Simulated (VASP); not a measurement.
MnO2, 12 atoms in the cell. It takes space group P6_322 (No. 182, hexagonal). Conventional cell: a = 5.455 Å, b = 5.455 Å, c = 9.231 Å, α = 90.00°, β = 90.00°, γ = 120.00°. Within 2.3 Å of Mn (site symmetry 3) lie 4 O at 1.73 to 1.74 Å. O (site symmetry 2) has 2 Mn at 1.74 Å within 2.3 Å. O (site symmetry 32) has 2 Mn at 1.73 Å within 2.3 Å. 

```yaml
Program: VASP 6.6.1
Task: single point
Functional: PBE
Potentials_or_basis: VASP PAW PBE potentials, release 64 (Mn_pv, O)
Cutoff: 600 eV
k_mesh: 6 × 6 × 2
Occupations: gaussian, width 0.1 eV
Spin: collinear spin, ferromagnetic start
Starting_moments: "[4.0, 4.0, 4.0, 4.0, 0.0, 0.0, 0.0, 0.0, 0.0, 0.0, 0.0, 0.0] μB"
Dipole_correction: no
Further_INCAR_settings: ALGO = Normal; EDIFF = 1e-06; NBANDS = 66
```

Potentials or basis: VASP PAW PBE potentials, release 64 (Mn_pv, O).

The run is started by

```console
$ cat potpaw_PBE.64/Mn_pv/POTCAR potpaw_PBE.64/O/POTCAR > POTCAR
$ mpirun -np 1 vasp_std > vasp.out
```

Hardware: 1 thread of AMD EPYC 7R13, with other jobs on the host.

Estimate the wall time of this run.

It took 16 min on 1 thread of AMD EPYC 7R13, on a shared host, peak memory 0.79 GiB. Counts: scf iterations 21, k points 14.
